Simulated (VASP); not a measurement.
# In (P6_3/mmc) in VASP: a series of runs

In is run at these levels: PBEsol+D3(BJ), LDA; tasks: relaxation of cell and atoms, single point.

All numbers are computed with VASP 6.6.1; they aren't measurements. Logs are shortened: lines on timing, memory, paths and dates and some standing lists are left out, and cuts for length are marked.

### Step 1. The cell of the first run

The structure is hexagonal, space group P6_3/mmc (No. 194). Conventional cell: a = 3.335 Å, b = 3.335 Å, c = 5.509 Å, α = 90.00°, β = 90.00°, γ = 120.00°. In (site symmetry -6m2) has 12 In at 3.34 to 3.36 Å within 4.4 Å.

This isn't the form of In at room conditions, which is tetragonal.

### Step 2. Relaxation of cell and atoms, PBEsol+D3(BJ)

The input, INCAR:

```
  ALGO = Normal
  EDIFF = 1E-7
  EDIFFG = -0.01
  ENCUT = 600
  GGA = PS
  IBRION = 2
  ISIF = 3
  ISMEAR = -1
  IVDW = 12
  LASPH = True
  LCHARG = False
  LREAL = False
  LWAVE = False
  NELM = 60
  NSW = 60
  PREC = Accurate
  SIGMA = 0.05
```

The input, KPOINTS:

```
k-points
0
Gamma
  9 9 5
```

The input, POSCAR:

```
In
1.0
    3.3354847820      0.0000000000      0.0000000000
   -1.6677423910      2.8886145552      0.0000000000
    0.0000000000      0.0000000000      5.5091429200
In
2
Direct
    0.6666666667      0.3333333333      0.7500000000
    0.3333333333      0.6666666667      0.2500000000
```

Potentials or basis: VASP PAW PBE potentials, release 64 (In_d).

On the command line:

```sh
> cat potpaw_PBE.64/In_d/POTCAR > POTCAR
> mpirun -np 1 vasp_std > vasp.out
```

OUTCAR:

```text
EDIFF = 1E-7
   EDIFFG = -0.01
   ENCUT = 600
   GGA = PS
   IBRION = 2
   ISIF = 3
   ISMEAR = -1
   IVDW = 12
   LASPH = True
   LREAL = False
   NELM = 60
   NSW = 60
   PREC = Accurate
 IVDW          = 12

 ion  position               nearest neighbor table
   1  0.667  0.333  0.750-   2 3.36   2 3.36   2 3.36   2 3.36   2 3.36   2 3.36
   2  0.333  0.667  0.250-   1 3.36   1 3.36   1 3.36   1 3.36   1 3.36   1 3.36

  LATTYP: Found a hexagonal cell.
 ALAT       =     3.3354847820
 C/A-ratio  =     1.6516768266

  Lattice vectors:

 A1 = (   3.3354847820,   0.0000000000,   0.0000000000)
 A2 = (  -1.6677423910,   2.8886145552,   0.0000000000)
 A3 = (   0.0000000000,   0.0000000000,   5.5091429200)

Analysis of symmetry for initial positions (statically):
=====================================================================
 Subroutine PRICEL returns:
 Original cell was already a primitive cell.

 Routine SETGRP: Setting up the symmetry group for a
 hexagonal supercell.

 Subroutine GETGRP returns: Found 24 space group operations
 (whereof 12 operations were pure point group operations)
 out of a pool of 24 trial point group operations.

The static configuration has the point symmetry D_3d.
 The point group associated with its full space group is D_6h.

Analysis of symmetry for dynamics (positions and initial velocities):
=====================================================================
 Subroutine PRICEL returns:
 Original cell was already a primitive cell.

 Routine SETGRP: Setting up the symmetry group for a
 hexagonal supercell.

 Subroutine GETGRP returns: Found 24 space group operations
 (whereof 12 operations were pure point group operations)
 out of a pool of 24 trial point group operations.

The dynamic configuration has the point symmetry D_3d.
 The point group associated with its full space group is D_6h.

 Subroutine INISYM returns: Found 24 space group operations
 (whereof 12 operations are pure point group operations),
 and found     1 'primitive' translations

----------------------------------------------------------------------------------------

                                     Primitive cell

  volume of cell :      53.0802

  direct lattice vectors                    reciprocal lattice vectors
     3.335484782  0.000000000  0.000000000     0.299806495  0.173093360  0.000000000
    -1.667742391  2.888614555  0.000000000     0.000000000  0.346186721  0.000000000
     0.000000000  0.000000000  5.509142920     0.000000000  0.000000000  0.181516438

  length of vectors
     3.335484782  3.335484782  5.509142920     0.346186721  0.346186721  0.181516438

  position of ions in fractional coordinates (direct lattice)
     0.666666667  0.333333333  0.750000000
     0.333333333  0.666666667  0.250000000

  ion indices of the primitive-cell ions
   primitive index   ion index
                 1           1
                 2           2

----------------------------------------------------------------------------------------

 KPOINTS: k-points

Automatic generation of k-mesh.
 Grid dimensions read from file:
 generate k-points for:    9    9    5

 Generating k-lattice:

  Cartesian coordinates                     Fractional coordinates (reciprocal lattice)
     0.033311833  0.019232596  0.000000000     0.111111111  0.000000000  0.000000000
     0.000000000  0.038465191  0.000000000     0.000000000  0.111111111  0.000000000
     0.000000000  0.000000000  0.036303288     0.000000000  0.000000000  0.200000000

  Length of vectors
     0.038465191  0.038465191  0.036303288

  Shift w.r.t. Gamma in fractional coordinates (k-lattice)
     0.000000000  0.000000000  0.000000000

 Subroutine IBZKPT returns following result:
 ===========================================

 Found     36 irreducible k-points:

 Following reciprocal coordinates:
            Coordinates               Weight
  0.000000  0.000000  0.000000      1.000000
  0.111111  0.000000  0.000000      6.000000
  0.222222  0.000000  0.000000      6.000000
  0.333333  0.000000  0.000000      6.000000
  0.444444  0.000000  0.000000      6.000000
  0.111111  0.111111  0.000000      6.000000
[... 16 lines left out ...]
  0.333333  0.222222  0.200000     24.000000
  0.333333  0.333333  0.200000      4.000000
 [... further k-points ...]
   k-points           NKPTS =     36   k-points in BZ     NKDIM =     36   number of bands    NBANDS=     17
   number of dos      NEDOS =    301   number of ions     NIONS =      2
   total plane-waves  NPLWV =  37632
   dimension x,y,z NGX =    28 NGY =   28 NGZ =   48
   dimension x,y,z NGXF=    56 NGYF=   56 NGZF=   96
   ions per type =               2
   NGX,Y,Z   is equivalent  to a cutoff of  13.96, 13.96, 14.48 a.u.
   NGXF,Y,Z  is equivalent  to a cutoff of  27.91, 27.91, 28.97 a.u.
 SYSTEM =  unknown system
   PREC   = accura    normal or accurate (medium, high low for compatibility)
   ISTART =      0    job   : 0-new  1-cont  2-samecut
   ICHARG =      2    charge: 1-file 2-atom 10-const
   ISPIN  =      1    spin polarized calculation?
   LNONCOLLINEAR =      F non collinear calculations
   LSORBIT =      F    spin-orbit coupling
   LASPH  =      T    aspherical Exc in radial PAW
   ENCUT  =  600.0 eV  44.10 Ry    6.64 a.u.   6.66  6.66 11.00*2*pi/ulx,y,z
   NELM   =     60;   NELMIN=  2; NELMDL= -5     # of ELM steps
   EDIFF  = 0.1E-06   stopping-criterion for ELM
   LREAL  =      F    real-space projection
   EDIFFG = -.1E-01   stopping-criterion for IOM
   NSW    =     60    number of steps for IOM
   IBRION =      2    ionic relax: 0-MD 1-quasi-New 2-CG
   NFREE  =      1    steps in history (QN), initial steepest desc. (CG)
   ISIF   =      3    stress and relaxation
   ISYM   =      2    0-nonsym 1-usesym 2-fastsym
   POTIM  = 0.5000    time-step for ionic-motion
   TEBEG  =    0.0;   TEEND  =   0.0 temperature during run
   PSTRESS=    0.0 pullay stress
   NELECT =      26.0000    total number of electrons
   NUPDOWN=      -1.0000    fix difference up-down
   EMIN   =  10.00;   EMAX   =-10.00  energy-range for DOS
   EFERMI =   0.00;   METHOD = LEGACY
   ISMEAR =    -1;   SIGMA  =   0.05  broadening in eV -4-tet -1-fermi 0-gaus
   EFERMI_NEDOS =   21; number of points for ismear=-14 and -15
   IALGO  =     38    algorithm
   IMIX   =      4    mixing-type and parameters
     AMIX     =   0.40;   BMIX     =  1.00
     AMIX_MAG =   1.60;   BMIX_MAG =  1.00
  volume/ion in A,a.u.               =      26.54       179.10
  Fermi-wavevector in a.u.,A,eV,Ry     =   1.290491  2.438675 22.658704  1.665368
  Thomas-Fermi vector in A             =   2.422320
   LORBIT       =      0    0 simple, 1 ext, 2 COOP (PROOUT), +10 PAW based schemes
   GGA     = PS    functional components
   LHFCALC =     F    Hartree Fock is set to
   AEXX    =    0.0000 exact exchange contribution
   IVDW    =    12    specifies the selected vdW correction
   LEPSILON=     F    determine dielectric tensor
   LRPA    =     F    only Hartree local field effects (RPA)
 conjugate gradient relaxation of ions
 non-spin polarized calculation
  energy-cutoff  :      600.00
  volume of cell :       53.08
 maximum number of plane-waves:      1789
 NGX is ok and might be reduce to    28
   NGX = 13   NGY = 13   NGZ = 23

--------------------------------------- Ionic step        1  -------------------------------------------

 number of electron      25.9999998 magnetization

 Free energy of the ion-electron system (eV)
  ---------------------------------------------------
  ext. energy  EPLUGINS =         0.00000000
  ---------------------------------------------------
  free energy    TOTEN  =        -5.92955187 eV

  energy without entropy =       -5.91575192  energy(sigma->0) =       -5.92265190

------------------------ aborting loop because EDIFF is reached ----------------------------------------

 Edisp (eV)   -0.70652

 E8    (eV) :    -0.5115

  FORCE on cell =-STRESS in cart. coord.  units (eV):
  Direction    XX          YY          ZZ          XY          YZ          ZX
  --------------------------------------------------------------------------------------
  -------------------------------------------------------------------------------------
  Total      -1.15582    -1.15582    -1.24834     0.00000     0.00000     0.00000
  in kB     -34.88733   -34.88733   -37.67991     0.00000     0.00000     0.00000
  external pressure =      -35.82 kB  Pullay stress =        0.00 kB
[... 181 lines left out ...]
  energy  without entropy=       -6.6846746586  energy(sigma->0) =       -6.68808237

--------------------------------------- Ionic step        6  -------------------------------------------

 number of electron      25.9999999 magnetization

 Free energy of the ion-electron system (eV)
  ---------------------------------------------------
  ext. energy  EPLUGINS =         0.00000000
  ---------------------------------------------------
  free energy    TOTEN  =        -5.91767048 eV

  energy without entropy =       -5.91089199  energy(sigma->0) =       -5.91428124

 E-fermi :   8.2520     XC(G=0): -10.7633

 val. band max:        8.1657755944   @ k =   0.3333   0.2222   0.2000
 cond. band min:       8.3138971260   @ k =   0.3333   0.3333   0.4000
 fundamental gap:      0.1481215316
 Fermi energy:         8.2519543562

 k-point     1 :       0.0000    0.0000    0.0000
  band No.  band energies     occupation
      1      -6.5120      2.00000
      2      -6.4078      2.00000
      3      -6.3830      2.00000
      4      -6.3830      2.00000
      5      -6.3457      2.00000
      6      -6.3457      2.00000
[... 9 lines left out ...]
     16      18.9787      0.00000
     17      18.9787      0.00000
[... 443 lines left out ...]
      1      -6.5222      2.00000
      2      -6.4254      2.00000
      3      -6.4254      2.00000
      4      -6.2720      2.00000
      5      -6.2720      2.00000
      6      -6.2713      2.00000
[... 9 lines left out ...]
     16       9.7209      0.00000
     17      13.1791      0.00000

 [... further k-points ...]

------------------------ aborting loop because EDIFF is reached ----------------------------------------

 Edisp (eV)   -0.77382

 E8    (eV) :    -0.5605

  FORCE on cell =-STRESS in cart. coord.  units (eV):
  Direction    XX          YY          ZZ          XY          YZ          ZX
  --------------------------------------------------------------------------------------
  -------------------------------------------------------------------------------------
  Total       0.01599     0.01599     0.01298     0.00000    -0.00000     0.00000
  in kB       0.52709     0.52709     0.42785     0.00000    -0.00000     0.00000
  external pressure =        0.49 kB  Pullay stress =        0.00 kB
[... 17 lines left out ...]
  FREE ENERGIE OF THE ION-ELECTRON SYSTEM (eV)
  ---------------------------------------------------
  free  energy   TOTEN  =        -6.6914903126 eV

  energy  without entropy=       -6.6847118223  energy(sigma->0) =       -6.68810107

 reached required accuracy - stopping structural energy minimisation
```

Wall time 3 min (1 thread of AMD EPYC 7R43 (Zen 3), shared host); peak memory 0.19 GiB.

Results:

```yaml
Free_energy: -6.6915 eV
Relaxed_volume: 24.30 Å³/atom
Relaxed_cell: a = 3.255 Å, b = 3.255 Å, c = 5.298 Å, α = 90.00°, β = 90.00°, γ = 120.00°
Space_group_after_relaxing_to_0.1_Å: P6_3/mmc (No. 194)
Energy_gained_by_relaxing: 27.7 meV/atom
Ionic_steps: 6
Pressure_after_relaxing: 0.0 GPa
Band_gap_on_the_k_mesh: zero (bands 13 and 14 overlap by 4.53 eV)
Dispersion_energy_per_atom: -0.387 eV
```

Step by step:
```
step  energy change (eV)  largest force (eV/Å)  pressure (GPa)  volume (Å³)
   1              0.0000                0.0000           -3.58        53.08
   2             -0.0538                0.0000            0.07        48.65
   3             -0.0538                0.0000            0.02        48.69
   4             -0.0552                0.0000            0.02        48.63
   5             -0.0554                0.0000            0.06        48.61
   6             -0.0554                0.0000            0.05        48.61
```

Final structure:
```yaml
crystal:
  lattice:
    - [3.25485, 0.00000, 0.00000]
    - [-1.62743, 2.81878, 0.00000]
    - [0.00000, 0.00000, 5.29780]
  atoms:
    - { symbol: In, position: [0.66667, 0.33333, 0.75000] }
    - { symbol: In, position: [0.33333, 0.66667, 0.25000] }
```

Caveat: the PAW data sets were made with another functional, which shifts forces and pressure a little; spin-orbit coupling is left out, which moves the levels of the heavy elements.

### Step 3. Relaxation of cell and atoms, LDA

The input, INCAR:

```
SYSTEM = In
ALGO     = Normal         ! electronic algorithm
EDIFF    = 1E-6           ! SCF threshold, eV
EDIFFG   = -0.01          ! ionic threshold
ENCUT    = 600            ! plane-wave cutoff, eV
IBRION   = 2              ! ionic algorithm
ISIF     = 3              ! what is computed and relaxed
ISMEAR   = -1             ! smearing method
LASPH    = .True.         ! aspherical terms in the spheres
LCHARG   = .False.        ! write CHGCAR
LREAL    = .False.        ! projectors in reciprocal space
LWAVE    = .False.        ! write WAVECAR
NELM     = 60             ! most SCF steps
NSW      = 60             ! ionic steps
PREC     = Accurate       ! precision mode
SIGMA    = 0.05           ! smearing width, eV
```

The input, KPOINTS:

```
k-points
0
Gamma
  9 9 5
  0 0 0
```

POSCAR is that of step 2.

Potentials or basis: VASP PAW LDA potentials, release 64 (In_d).

On the command line:

```sh
> cat potpaw_LDA.64/In_d/POTCAR > POTCAR
> mpirun -np 1 vasp_std > vasp.out
```

Wall time 2.8 min (1 thread of AMD EPYC 7R43 (Zen 3), shared host); peak memory 0.15 GiB.

Results (log left out):

```
Free energy                           : -6.4009 eV
Relaxed volume                        : 24.67 Å³/atom
Relaxed cell                          : a = 3.269 Å, b = 3.269 Å, c = 5.330 Å, α = 90.00°, β = 90.00°, γ = 120.00°
Space group after relaxing (to 0.1 Å) : P6_3/mmc (No. 194)
Energy gained by relaxing             : 18.2 meV/atom
Ionic steps                           : 8
Pressure after relaxing               : 0.1 GPa
Band gap on the k mesh                : zero (bands 13 and 14 overlap by 4.41 eV)
```

Step by step:
```csv
step,energy change (eV),largest force (eV/Å),pressure (GPa),volume (Å³)
1,0.0000,0.0000,-2.81,53.08
2,-0.0350,0.0000,-0.12,49.58
3,-0.0350,0.0000,-0.02,49.47
4,-0.0359,0.0000,0.02,49.41
5,-0.0364,0.0000,0.07,49.32
6,-0.0364,0.0000,0.05,49.34
7,-0.0364,0.0000,0.06,49.34
8,-0.0364,0.0000,0.06,49.33
```

Final structure:
```cif
data_structure
_symmetry_space_group_name_H-M 'P 1'
_symmetry_Int_Tables_number 1
_cell_length_a 3.2693
_cell_length_b 3.2693
_cell_length_c 5.3298
_cell_angle_alpha 90.000
_cell_angle_beta 90.000
_cell_angle_gamma 120.000
_cell_volume 49.33
loop_
_atom_site_label
_atom_site_type_symbol
_atom_site_fract_x
_atom_site_fract_y
_atom_site_fract_z
_atom_site_occupancy
In1 In 0.66667 0.33333 0.75000 1
In2 In 0.33333 0.66667 0.25000 1
```

Levels at points of the mesh, in eV from the Fermi level:
| k point | band 9 | band 10 | band 11 | band 12 | band 13 | band 14 | band 15 | band 16 | band 17 |
| --- | --- | --- | --- | --- | --- | --- | --- | --- | --- |
| (0.00, 0.00, 0.00) | -14.29 | -14.29 | -10.02 | -4.43 | -3.64 | 8.59 | 8.59 | 10.56 | 10.56 |

Caveat: spin-orbit coupling is left out, which moves the levels of the heavy elements.

[end of part 1 of 2]
